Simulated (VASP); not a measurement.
Input of a VASP 6.6.1 run:

File POSCAR:

```
SnO
1.0
    3.1034067823      0.0000000000      0.0000000000
    0.0000000000      3.1034067823      0.0000000000
    0.0000000000      0.0000000000      3.1034067823
Sn O
1 1
Direct
    0.0000000000      0.0000000000      0.0000000000
    0.5000000000      0.5000000000      0.5000000000
```

Contents of INCAR.step1:

```
SYSTEM = SnO
ALGO     = Normal         ! electronic algorithm
EDIFF    = 1E-5           ! SCF threshold, eV
ENCUT    = 520            ! plane-wave cutoff, eV
GGA      = PE             ! functional
ISIF     = 2              ! what is computed and relaxed
ISMEAR   = 0              ! smearing method
LASPH    = .TRUE.         ! aspherical terms in the spheres
LCHARG   = .FALSE.        ! write CHGCAR
LREAL    = .FALSE.        ! projectors in reciprocal space
LWAVE    = .TRUE.         ! write WAVECAR
NBANDS   = 17             ! bands
NELM     = 80             ! most SCF steps
PREC     = Accurate       ! precision mode
SIGMA    = 0.01           ! smearing width, eV
```

The input INCAR.step2:

```
SYSTEM = SnO
AEXX     = 0.75           ! exact-exchange fraction
ALGO     = Normal         ! electronic algorithm
EDIFF    = 1E-6           ! SCF threshold, eV
ENCUT    = 520            ! plane-wave cutoff, eV
GGA      = PE             ! functional
HFSCREEN = 0.3            ! screening, 1/A
ISIF     = 2              ! what is computed and relaxed
ISMEAR   = 0              ! smearing method
ISTART   = 1            
LASPH    = .TRUE.         ! aspherical terms in the spheres
LCHARG   = .FALSE.        ! write CHGCAR
LHFCALC  = .TRUE.         ! exact exchange
LREAL    = .FALSE.        ! projectors in reciprocal space
LWAVE    = .FALSE.        ! write WAVECAR
NBANDS   = 17             ! bands
NELM     = 80             ! most SCF steps
PREC     = Accurate       ! precision mode
PRECFOCK = Normal       
SIGMA    = 0.01           ! smearing width, eV
```

The input KPOINTS:

```
k-points
0
G
  4 4 4
  0 0 0
```

Potentials or basis: VASP PAW PBE potentials, release 64 (Sn_d, O).

Command:

```console
$ cat potpaw_PBE.64/Sn_d/POTCAR potpaw_PBE.64/O/POTCAR > POTCAR
$ cp INCAR.step1 INCAR
$ mpirun -np 1 vasp_std > vasp.out
$ cp INCAR.step2 INCAR
$ mpirun -np 1 vasp_std > vasp.out
```

Q: Estimate the band gap on the k mesh.

A: 0.77 eV.

Q: What does it give for the pressure?

A: -7.0 GPa.

Caveat: the k points lie up to 0.51 Å⁻¹ apart; the PAW data sets were made with another functional, which shifts forces and pressure a little; spin-orbit coupling is left out, which moves the levels of the heavy elements. A k mesh can miss the band edges.
